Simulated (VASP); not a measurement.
# C4N (Pm-3m) in VASP: notebook

C4N is run at these levels: PBE; tasks: relaxation of cell and atoms, single point.

Everything below comes from runs of VASP 6.6.1. Logs are shortened: lines on timing, memory, paths and dates and some standing lists are left out, and cuts for length are marked.

### 1 The cell of the first run

The structure is cubic, space group Pm-3m (No. 221). The conventional cell has a = 3.329 Å, b = 3.329 Å, c = 3.329 Å, α = 90.00°, β = 90.00°, γ = 90.00°. C (site symmetry 4/mmm) has 2 N at 1.66 Å within 2.2 Å. C (site symmetry m-3m) has 12 C at 2.35 Å and 8 N at 2.88 Å within 3.1 Å. Within 2.2 Å of N (site symmetry m-3m) lie 6 C at 1.66 Å.

The cell was generated, and may not be a known phase.

### 2 Relaxation of cell and atoms, PBE

The input, INCAR:

```
PREC     = Accurate       # precision mode
ENCUT    = 600            # plane-wave cutoff, eV
EDIFF    = 1E-7           # SCF threshold, eV
ISMEAR   = 0              # smearing method
SIGMA    = 0.1            # smearing width, eV
LREAL    = False          # projectors in reciprocal space
LASPH    = True           # aspherical terms in the spheres
NELM     = 60             # most SCF steps
ALGO     = Normal         # electronic algorithm
ISIF     = 3              # what is computed and relaxed
LWAVE    = False          # write WAVECAR
LCHARG   = False          # write CHGCAR
GGA      = PE             # functional
IBRION   = 2              # ionic algorithm
NSW      = 90             # ionic steps
EDIFFG   = -0.04          # ionic threshold
```

The input, KPOINTS:

```
Automatic mesh
0
Gamma
  6 6 6
```

The input, POSCAR:

```
C4N
1.0
    3.3290315882      0.0000000000      0.0000000000
    0.0000000000      3.3290315882      0.0000000000
    0.0000000000      0.0000000000      3.3290315882
C N
4 1
Direct
    0.5000000000      0.0000000000      0.0000000000
    0.0000000000      0.5000000000      0.0000000000
    0.0000000000      0.0000000000      0.5000000000
    0.5000000000      0.5000000000      0.5000000000
    0.0000000000      0.0000000000      0.0000000000
```

Potentials or basis: VASP PAW PBE potentials, release 64 (C, N).

On the command line:

```console
$ cat potpaw_PBE.64/C/POTCAR potpaw_PBE.64/N/POTCAR > POTCAR
$ mpirun -np 1 vasp_std > vasp.out
```

OUTCAR:

```text
PREC = Accurate
   ENCUT = 600
   EDIFF = 1E-7
   ISMEAR = 0
   LREAL = False
   LASPH = True
   NELM = 60
   ISIF = 3
   GGA = PE
   IBRION = 2
   NSW = 90
   EDIFFG = -0.04

 ion  position               nearest neighbor table
   1  0.500  0.000  0.000-   5 1.66   5 1.66
   2  0.000  0.500  0.000-   5 1.66   5 1.66
   3  0.000  0.000  0.500-   5 1.66   5 1.66
   4  0.500  0.500  0.500-
   5  0.000  0.000  0.000-   1 1.66   2 1.66   3 1.66   3 1.66   2 1.66   1 1.66

  LATTYP: Found a simple cubic cell.
 ALAT       =     3.3290315882

  Lattice vectors:

 A1 = (   3.3290315882,   0.0000000000,   0.0000000000)
 A2 = (   0.0000000000,   3.3290315882,   0.0000000000)
 A3 = (   0.0000000000,   0.0000000000,   3.3290315882)

Analysis of symmetry for initial positions (statically):
=====================================================================
 Subroutine PRICEL returns:
 Original cell was already a primitive cell.

 Routine SETGRP: Setting up the symmetry group for a
 simple cubic supercell.

 Subroutine GETGRP returns: Found 48 space group operations
 (whereof 48 operations were pure point group operations)
 out of a pool of 48 trial point group operations.

The static configuration has the point symmetry O_h .

Analysis of symmetry for dynamics (positions and initial velocities):
=====================================================================
 Subroutine PRICEL returns:
 Original cell was already a primitive cell.

 Routine SETGRP: Setting up the symmetry group for a
 simple cubic supercell.

 Subroutine GETGRP returns: Found 48 space group operations
 (whereof 48 operations were pure point group operations)
 out of a pool of 48 trial point group operations.

The dynamic configuration has the point symmetry O_h .

 Subroutine INISYM returns: Found 48 space group operations
 (whereof 48 operations are pure point group operations),
 and found     1 'primitive' translations

----------------------------------------------------------------------------------------

                                     Primitive cell

  volume of cell :      36.8938

  direct lattice vectors                    reciprocal lattice vectors
     3.329031588  0.000000000  0.000000000     0.300387657  0.000000000  0.000000000
     0.000000000  3.329031588  0.000000000     0.000000000  0.300387657  0.000000000
     0.000000000  0.000000000  3.329031588     0.000000000  0.000000000  0.300387657

  length of vectors
     3.329031588  3.329031588  3.329031588     0.300387657  0.300387657  0.300387657

  position of ions in fractional coordinates (direct lattice)
     0.500000000  0.000000000  0.000000000
     0.000000000  0.500000000  0.000000000
     0.000000000  0.000000000  0.500000000
     0.500000000  0.500000000  0.500000000
     0.000000000  0.000000000  0.000000000

  ion indices of the primitive-cell ions
   primitive index   ion index
                 1           1
                 2           2
                 3           3
                 4           4
                 5           5

----------------------------------------------------------------------------------------

 KPOINTS: Automatic mesh

Automatic generation of k-mesh.
 Grid dimensions read from file:
 generate k-points for:    6    6    6

[... 72 lines left out ...]
   EFERMI =   0.00;   METHOD = LEGACY
   ISMEAR =     0;   SIGMA  =   0.10  broadening in eV -4-tet -1-fermi 0-gaus
   EFERMI_NEDOS =   21; number of points for ismear=-14 and -15
   IALGO  =     38    algorithm
   IMIX   =      4    mixing-type and parameters
     AMIX     =   0.40;   BMIX     =  1.00
     AMIX_MAG =   1.60;   BMIX_MAG =  1.00
  volume/ion in A,a.u.               =       7.38        49.79
  Fermi-wavevector in a.u.,A,eV,Ry     =   1.356740  2.563867 25.044841  1.840744
  Thomas-Fermi vector in A             =   2.483718
   LORBIT       =      0    0 simple, 1 ext, 2 COOP (PROOUT), +10 PAW based schemes
   GGA     = PE    functional components
   LHFCALC =     F    Hartree Fock is set to
   AEXX    =    0.0000 exact exchange contribution
   IVDW    =     0    specifies the selected vdW correction
   LEPSILON=     F    determine dielectric tensor
   LRPA    =     F    only Hartree local field effects (RPA)
 conjugate gradient relaxation of ions
 non-spin polarized calculation
 Gauss-broadening in eV      SIGMA  =   0.10
  energy-cutoff  :      600.00
  volume of cell :       36.89
 maximum number of plane-waves:      1253
 NGX is ok and might be reduce to    28
   NGX = 13   NGY = 13   NGZ = 13

--------------------------------------- Ionic step        1  -------------------------------------------

 number of electron      20.9999999 magnetization

 Free energy of the ion-electron system (eV)
  ---------------------------------------------------
  ext. energy  EPLUGINS =         0.00000000
  ---------------------------------------------------
  free energy    TOTEN  =       -23.91971779 eV

  energy without entropy =      -23.91093130  energy(sigma->0) =      -23.91532454

------------------------ aborting loop because EDIFF is reached ----------------------------------------

  FORCE on cell =-STRESS in cart. coord.  units (eV):
  Direction    XX          YY          ZZ          XY          YZ          ZX
  --------------------------------------------------------------------------------------
  -------------------------------------------------------------------------------------
  Total        0.9774433      0.9774433      0.9774433     -0.0000000      0.0000000     -0.0000000
  in kB       42.4471355     42.4471355     42.4471355     -0.0000000      0.0000000     -0.0000000
  external PRESSURE =      42.4471355 kB  Pullay stress =       0.0000000 kB

 VOLUME and BASIS-vectors are now :
 -----------------------------------------------------------------------------
  energy-cutoff  :      600.00
  volume of cell :       36.89
      direct lattice vectors                 reciprocal lattice vectors
     3.329031588  0.000000000  0.000000000     0.300387657  0.000000000  0.000000000
     0.000000000  3.329031588  0.000000000     0.000000000  0.300387657  0.000000000
     0.000000000  0.000000000  3.329031588     0.000000000  0.000000000  0.300387657

 POSITION                                       TOTAL-FORCE (eV/Angst)
 -----------------------------------------------------------------------------------
      1.66452      0.00000      0.00000         0.000000      0.000000      0.000000
      0.00000      1.66452      0.00000         0.000000      0.000000      0.000000
      0.00000      0.00000      1.66452         0.000000      0.000000      0.000000
      1.66452      1.66452      1.66452         0.000000      0.000000      0.000000
      0.00000      0.00000      0.00000         0.000000      0.000000      0.000000
 -----------------------------------------------------------------------------------
    total drift:                               -0.000000      0.000000     -0.000000

  FREE ENERGIE OF THE ION-ELECTRON SYSTEM (eV)
  ---------------------------------------------------
  free  energy   TOTEN  =       -23.9197177887 eV

  energy  without entropy=      -23.9109312969  energy(sigma->0) =      -23.91532454

--------------------------------------- Ionic step        2  -------------------------------------------

 number of electron      20.9999998 magnetization

 Free energy of the ion-electron system (eV)
  ---------------------------------------------------
  ext. energy  EPLUGINS =         0.00000000
  ---------------------------------------------------
  free energy    TOTEN  =       -23.93302718 eV

  energy without entropy =      -23.92478205  energy(sigma->0) =      -23.92890462

 E-fermi :   6.6617     XC(G=0): -12.3376

 val. band max:        6.6167927511   @ k =   0.5000   0.1667   0.1667
 cond. band min:       6.6651290335   @ k =   0.3333   0.0000   0.0000
 fundamental gap:      0.0483362824
 Fermi energy:         6.6617135650

 k-point     1 :       0.0000    0.0000    0.0000
  band No.  band energies     occupation
      1     -14.5242      2.00000
      2      -3.7554      2.00000
      3      -3.4297      2.00000
      4      -3.4297      2.00000
      5      -3.4297      2.00000
      6      -0.4789      2.00000
      7      -0.4789      2.00000
      8       5.0803      2.00000
      9       5.0803      2.00000
     10       5.0803      2.00000
     11       5.4414      2.00000
     12       8.0559      0.00000
     13       8.0559      0.00000
     14       8.0559      0.00000
[... 309 lines left out ...]
      1     -12.4469      2.00000
      2      -5.9465      2.00000
      3      -5.9465      2.00000
      4      -5.9465      2.00000
      5      -2.0082      2.00000
      6      -0.2392      2.00000
      7      -0.2392      2.00000
      8      -0.2392      2.00000
      9       9.1148      0.00000
     10       9.1148      0.00000
     11       9.4088      0.00000
     12       9.4088      0.00000
     13       9.4088      0.00000
     14      11.0897      0.00000

------------------------ aborting loop because EDIFF is reached ----------------------------------------

  FORCE on cell =-STRESS in cart. coord.  units (eV):
  Direction    XX          YY          ZZ          XY          YZ          ZX
  --------------------------------------------------------------------------------------
  -------------------------------------------------------------------------------------
  Total       -0.0235990     -0.0235990     -0.0235990      0.0000000     -0.0000000      0.0000000
  in kB       -0.9963695     -0.9963695     -0.9963695      0.0000000     -0.0000000      0.0000000
  external PRESSURE =      -0.9963695 kB  Pullay stress =       0.0000000 kB

 VOLUME and BASIS-vectors are now :
 -----------------------------------------------------------------------------
  energy-cutoff  :      600.00
  volume of cell :       37.95
      direct lattice vectors                 reciprocal lattice vectors
     3.360427323  0.000000000 -0.000000000     0.297581201  0.000000000 -0.000000000
    -0.000000000  3.360427323  0.000000000    -0.000000000  0.297581201 -0.000000000
     0.000000000  0.000000000  3.360427323     0.000000000 -0.000000000  0.297581201

 POSITION                                       TOTAL-FORCE (eV/Angst)
 -----------------------------------------------------------------------------------
      1.68021      0.00000     -0.00000         0.000000      0.000000      0.000000
     -0.00000      1.68021      0.00000        -0.000000     -0.000000      0.000000
      0.00000      0.00000      1.68021        -0.000000      0.000000      0.000000
      1.68021      1.68021      1.68021        -0.000000      0.000000      0.000000
      0.00000      0.00000      0.00000        -0.000000      0.000000      0.000000
 -----------------------------------------------------------------------------------
    total drift:                               -0.000000      0.000000     -0.000000

  FREE ENERGIE OF THE ION-ELECTRON SYSTEM (eV)
  ---------------------------------------------------
  free  energy   TOTEN  =       -23.9330271799 eV

  energy  without entropy=      -23.9247820515  energy(sigma->0) =      -23.92890462

 reached required accuracy - stopping structural energy minimisation
```

Run time: 27 s. Hardware: 1 thread of Intel Xeon 8259CL, shared host; peak memory 0.15 GiB.

Results:

```
Free energy                           : -23.9330 eV
Relaxed volume                        : 7.59 Å³/atom
Relaxed cell                          : a = 3.360 Å, b = 3.360 Å, c = 3.360 Å, α = 90.00°, β = 90.00°, γ = 90.00°
Space group after relaxing (to 0.1 Å) : Pm-3m (No. 221)
Energy gained by relaxing             : 2.7 meV/atom
Ionic steps                           : 2
Pressure after relaxing               : -0.1 GPa
Band gap on the k mesh                : zero (an odd number of electrons rules out a gap without spin polarisation)
```

Step by step:
```tsv
step	energy change (eV)	largest force (eV/Å)	pressure (GPa)	volume (Å³)
1	0.0000	0.0000	4.24	36.89
2	-0.0133	0.0000	-0.10	37.95
```

Final structure:
```cif
data_structure
_symmetry_space_group_name_H-M 'P 1'
_symmetry_Int_Tables_number 1
_cell_length_a 3.3604
_cell_length_b 3.3604
_cell_length_c 3.3604
_cell_angle_alpha 90.000
_cell_angle_beta 90.000
_cell_angle_gamma 90.000
_cell_volume 37.95
loop_
_atom_site_label
_atom_site_type_symbol
_atom_site_fract_x
_atom_site_fract_y
_atom_site_fract_z
_atom_site_occupancy
C1 C 0.50000 0.00000 0.00000 1
C2 C 0.00000 0.50000 0.00000 1
C3 C 0.00000 0.00000 0.50000 1
C4 C 0.50000 0.50000 0.50000 1
N1 N 0.00000 0.00000 0.00000 1
```

Caveat: an odd number of electrons without spin polarisation forces a metal; a magnetic or distorted state may lie lower.

### 3 Single point, PBE, collinear spin, ferromagnetic start

This run uses another cell than the first one, of 12.05 Å³/atom.

The input, INCAR:

```
SYSTEM = C4N
PREC     = Accurate       ! precision mode
ENCUT    = 520            ! plane-wave cutoff, eV
EDIFF    = 1E-7           ! SCF threshold, eV
ISMEAR   = 0              ! smearing method
SIGMA    = 0.1            ! smearing width, eV
LREAL    = .FALSE.        ! projectors in reciprocal space
LASPH    = .TRUE.         ! aspherical terms in the spheres
NELM     = 150            ! most SCF steps
ALGO     = Normal         ! electronic algorithm
ISIF     = 2              ! what is computed and relaxed
LWAVE    = .FALSE.        ! write WAVECAR
LCHARG   = .FALSE.        ! write CHGCAR
ISPIN    = 2              ! spin polarisation
MAGMOM   = 1 1 1 1 1      ! initial moments
LORBIT   = 11             ! projections on sites
GGA      = PE             ! functional
NBANDS   = 22             ! bands
```

The input, KPOINTS:

```
regular mesh
0
G
  4 4 4
  0 0 0
```

POSCAR, as its differences from that of step 2:

```diff
@@ -2,5 +2,5 @@
 1.0
-    3.3290315882      0.0000000000      0.0000000000
-    0.0000000000      3.3290315882      0.0000000000
-    0.0000000000      0.0000000000      3.3290315882
+    3.9204054600      0.0000000000      0.0000000000
+    0.0000000000      3.9204054600      0.0000000000
+    0.0000000000      0.0000000000      3.9204054600
 C N
```

Potentials or basis: VASP PAW PBE potentials, release 64 (C, N).

On the command line:

```console
$ cat potpaw_PBE.64/C/POTCAR potpaw_PBE.64/N/POTCAR > POTCAR
$ mpirun -np 1 vasp_std > vasp.out
```

OUTCAR:

```text
SYSTEM = C4N
   PREC = Accurate
   ENCUT = 520
   EDIFF = 1E-7
   ISMEAR = 0
   LREAL = .FALSE.
   LASPH = .TRUE.
   NELM = 150
   ISIF = 2
   ISPIN = 2
   LORBIT = 11
   GGA = PE

 ion  position               nearest neighbor table
   1  0.500  0.000  0.000-
   2  0.000  0.500  0.000-
   3  0.000  0.000  0.500-
   4  0.500  0.500  0.500-
   5  0.000  0.000  0.000-

  LATTYP: Found a simple cubic cell.
 ALAT       =     3.9204054600

  Lattice vectors:

 A1 = (   3.9204054600,   0.0000000000,   0.0000000000)
 A2 = (   0.0000000000,   3.9204054600,   0.0000000000)
 A3 = (   0.0000000000,   0.0000000000,   3.9204054600)

Analysis of symmetry for initial positions (statically):
=====================================================================
 Subroutine PRICEL returns:
 Original cell was already a primitive cell.

 Routine SETGRP: Setting up the symmetry group for a
 simple cubic supercell.

 Subroutine GETGRP returns: Found 48 space group operations
 (whereof 48 operations were pure point group operations)
 out of a pool of 48 trial point group operations.

The static configuration has the point symmetry O_h .
[... 686 lines left out ...]
  -------------------------------------------------------------------------------------
  Total      -10.3645365    -10.3645365    -10.3645365     -0.0000000      0.0000000     -0.0000000
  in kB     -275.5925738   -275.5925738   -275.5925738     -0.0000000      0.0000000     -0.0000000
  external PRESSURE =    -275.5925738 kB  Pullay stress =       0.0000000 kB

 VOLUME and BASIS-vectors are now :
 -----------------------------------------------------------------------------
  energy-cutoff  :      520.00
  volume of cell :       60.25
      direct lattice vectors                 reciprocal lattice vectors
     3.920405460  0.000000000  0.000000000     0.255075657  0.000000000  0.000000000
     0.000000000  3.920405460  0.000000000     0.000000000  0.255075657  0.000000000
     0.000000000  0.000000000  3.920405460     0.000000000  0.000000000  0.255075657

 POSITION                                       TOTAL-FORCE (eV/Angst)
 -----------------------------------------------------------------------------------
      1.96020      0.00000      0.00000         0.000000      0.000000      0.000000
      0.00000      1.96020      0.00000         0.000000      0.000000      0.000000
      0.00000      0.00000      1.96020         0.000000      0.000000      0.000000
      1.96020      1.96020      1.96020         0.000000      0.000000      0.000000
      0.00000      0.00000      0.00000         0.000000      0.000000      0.000000
 -----------------------------------------------------------------------------------
    total drift:                                0.000000     -0.000000      0.000000

  FREE ENERGIE OF THE ION-ELECTRON SYSTEM (eV)
  ---------------------------------------------------
  free  energy   TOTEN  =       -21.2143918737 eV

  energy  without entropy=      -21.2017255673  energy(sigma->0) =      -21.20805872

 total charge

# of ion       s       p       d       tot
------------------------------------------
    1        1.059   0.904   0.000   1.964
    2        1.059   0.904   0.000   1.964
    3        1.059   0.904   0.000   1.964
    4        1.073   0.864   0.000   1.937
    5        1.357   2.001   0.000   3.358
--------------------------------------------------
tot          5.608   5.578   0.000  11.186

 magnetization (x)

# of ion       s       p       d       tot
------------------------------------------
    1       -0.000   0.000   0.000   0.000
    2       -0.000   0.000   0.000   0.000
    3       -0.000   0.000   0.000   0.000
    4       -0.000  -0.000   0.000  -0.000
    5       -0.000  -0.001   0.000  -0.001
--------------------------------------------------
tot         -0.000  -0.001   0.000  -0.001
```

Wall time 32 s (1 thread of Intel Xeon 8259CL, shared host); peak memory 0.18 GiB.

Results:

| Item | Value |
| --- | --- |
| Free energy | -21.2144 eV |
| Pressure | -27.6 GPa |
| Net moment | 0.00 μB per cell |
| Valence electrons inside the program's atomic spheres | C 1.96, 1.94 (each value once); N 3.36 |

Caveat: the k points lie up to 0.40 Å⁻¹ apart.

(Continued in part 2 of 2.)

The gap in the log of VASP goes by the Fermi energy; the results here count the filled bands.